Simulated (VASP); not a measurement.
A run of VASP 6.6.1 is set up as follows.

The input POSCAR:

```
As
1.0
    0.0000000000      2.0636834587      2.0636834587
    2.0636834587      0.0000000000      2.0636834587
    2.0636834587      2.0636834587      0.0000000000
As
1
Direct
    0.0000000000      0.0000000000      0.0000000000
```

INCAR.step1

```
SYSTEM = As
PREC = Accurate
ENCUT = 520
ISMEAR = -1
SIGMA = 0.1
LREAL = .FALSE.
LASPH = .TRUE.
NELM = 80
NBANDS = 8
GGA = PE
ALGO = Normal
EDIFF = 1E-4
LWAVE = .TRUE.
LCHARG = .FALSE.
```

Contents of INCAR.step2:

```
SYSTEM = As
PREC = Accurate
ENCUT = 520
EDIFF = 1E-7
ISMEAR = -1
SIGMA = 0.1
LREAL = .FALSE.
LASPH = .TRUE.
NELM = 80
ALGO = Normal
ISIF = 2
LWAVE = .FALSE.
LCHARG = .FALSE.
METAGGA = R2SCAN
LMIXTAU = .TRUE.
NBANDS = 8
ISTART = 1
```

The input KPOINTS:

```
regular mesh
0
G
  14 14 14
  0 0 0
```

Potentials or basis: VASP PAW PBE potentials, release 64 (As).

Launch:

```bash
$ cat potpaw_PBE.64/As/POTCAR > POTCAR
$ cp INCAR.step1 INCAR
$ mpirun -np 1 vasp_std > vasp.out
$ cp INCAR.step2 INCAR
$ mpirun -np 1 vasp_std > vasp.out
```

Question: Predict the pressure.

Answer: 8.1 GPa.

Caveat: the PAW data sets were made with another functional, which shifts forces and pressure a little.
